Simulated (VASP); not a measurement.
Crystal: SiC.

```
Si C
1.0
     0.00000    2.17400    2.17400
     2.17400    0.00000    2.17400
     2.17400    2.17400    0.00000
Si C
1 1
Direct
  0.00000 0.00000 0.00000
  0.75000 0.75000 0.75000
```

Base run:

```yaml
Program: VASP 6.6.1
Functional: PBEsol
Dispersion: D3(BJ)
Potentials_or_basis: VASP PAW PBE potentials, release 64 (Si, C)
Cutoff: 520 eV
k_mesh: 10 × 10 × 10
Occupations: gaussian, width 0.05 eV
Spin: no spin polarisation
```

Its results: band gap on the k mesh 1.23 eV, indirect (least direct gap 4.45 eV); pressure -2.1 GPa.

**Question.** After a change of settings the same cell gave: band gap on the k mesh 1.72 eV, indirect (least direct gap 5.07 eV); pressure -0.4 GPa. Which change was it?
A. functional from PBEsol to r2SCAN; dispersion from D3(BJ) to D4
B. functional from PBEsol to revPBE; further incar settings from ALGO = Normal; EDIFF = 1e-07; NBANDS = 11 to ALGO = Normal; EDIFF = 1e-06; NBANDS = 11
C. dispersion from D3(BJ) to none; further incar settings from ALGO = Normal; EDIFF = 1e-07; NBANDS = 11 to ALGO = Normal; EDIFF = 1e-06; NBANDS = 11
D. functional from PBEsol to PBE; further incar settings from ALGO = Normal; EDIFF = 1e-07; NBANDS = 11 to ALGO = Normal; EDIFF = 1e-06; NBANDS = 11

**Answer.** A.

Caveats: the PAW data sets were made with another functional, which shifts forces and pressure a little.
